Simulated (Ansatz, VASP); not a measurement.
# One calculation of Mn2AlP3, two programs

```
Mn Al P
1.0
     3.33851    0.00000    0.00000
     0.00000    3.33851    0.00000
     0.00000    0.00000    7.06353
Mn Al P
2 1 3
Direct
  0.00000 0.50000 0.72896
  0.50000 0.00000 0.27104
  0.00000 0.00000 0.00000
  0.50000 0.50000 0.00000
  0.00000 0.50000 0.39182
  0.50000 0.00000 0.60818
```

Change from the starting cell: species swapped into the Hf2CuSb3 type (P-4m2, No. 115).

Alike in both runs: functional PBE; k mesh 6 × 6 × 2; occupations gaussian, width 0.1 eV; collinear spin.

Ansatz relaxed the structure, and its values are those at the end. VASP's run is a single point on that final structure, the one shown.

|  | VASP | Ansatz |
| --- | --- | --- |
| version | VASP 6.6.1 | Ansatz 0.2.0 |
| potentials or method | VASP PAW PBE potentials, release 64 (Mn_pv, Al, P), cutoff 520 eV | scalar-relativistic, plane waves, PAW |
| valence electrons in the cell | 44 | 48 |

VASP gave:

* gap on the k mesh at the Fermi level (eV): none
* pressure (GPa): -0.1
* net moment per atom (μB): 0.63
* size of the moment on the site where the two differ most (μB): 2.00

Question: Estimate Ansatz's values.

Answer: gap on the k mesh at the Fermi level (eV): none; pressure (GPa): 0.0; net moment per atom (μB): 0.63; size of the moment on the site where the two differ most (μB): 1.93.

Site moments also hang on the region over which each program counts them. A gap of «none» marks a metal or a gap that the smearing closes. With one functional, cell and mesh, what is left measures potentials, basis and numerics. VASP's potentials hold 44 valence electrons a cell and Ansatz's 48, so a difference there can come from the potentials and not from the codes.

The k mesh is coarse, so the values compare programs but aren't converged.
